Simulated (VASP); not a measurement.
Input of a VASP 6.6.1 run:

Contents of INCAR:

```
  PREC = Accurate
  ENCUT = 600
  EDIFF = 1E-6
  ISMEAR = 0
  SIGMA = 0.1
  LREAL = False
  LASPH = True
  NELM = 100
  ALGO = Normal
  ISIF = 3
  LWAVE = False
  LCHARG = False
  GGA = PS
  IBRION = 2
  NSW = 90
  EDIFFG = -0.04
```

Contents of KPOINTS:

```
Automatic mesh
0
Gamma
  6 6 2
```

The input POSCAR:

```
Bi
1.0
    3.7467851482      0.0000000000      0.0000000000
   -1.8733925741      3.2448111209      0.0000000000
    0.0000000000      0.0000000000     12.0841216167
Bi
4
Direct
    0.0000000000      0.0000000000      0.0000000000
    0.0000000000      0.0000000000      0.5000000000
    0.3333333333      0.6666666667      0.7500000000
    0.6666666667      0.3333333333      0.2500000000
```

Potentials or basis: VASP PAW PBE potentials, release 64 (Bi_d).

Launch:

```bash
$ cat potpaw_PBE.64/Bi_d/POTCAR > POTCAR
$ mpirun -np 1 vasp_std > vasp.out
```

(1) What does it give for the relaxed volume?

(2) Estimate the space group after relaxing (to 0.1 Å).

(3) What does it give for the band gap on the k mesh?

(4) Predict the relaxed cell.

Results:

(1) 29.83 Å³/atom.

(2) P6_3/mmc (No. 194).

(3) zero (bands 30 and 31 overlap by 6.83 eV).

(4) a = 3.452 Å, b = 3.452 Å, c = 11.567 Å, α = 90.00°, β = 90.00°, γ = 120.00°.

Caveat: the volume moved by over 15 % at a fixed basis, so the end points are rough; the PAW data sets were made with another functional, which shifts forces and pressure a little; spin-orbit coupling is left out, which moves the levels of the heavy elements.
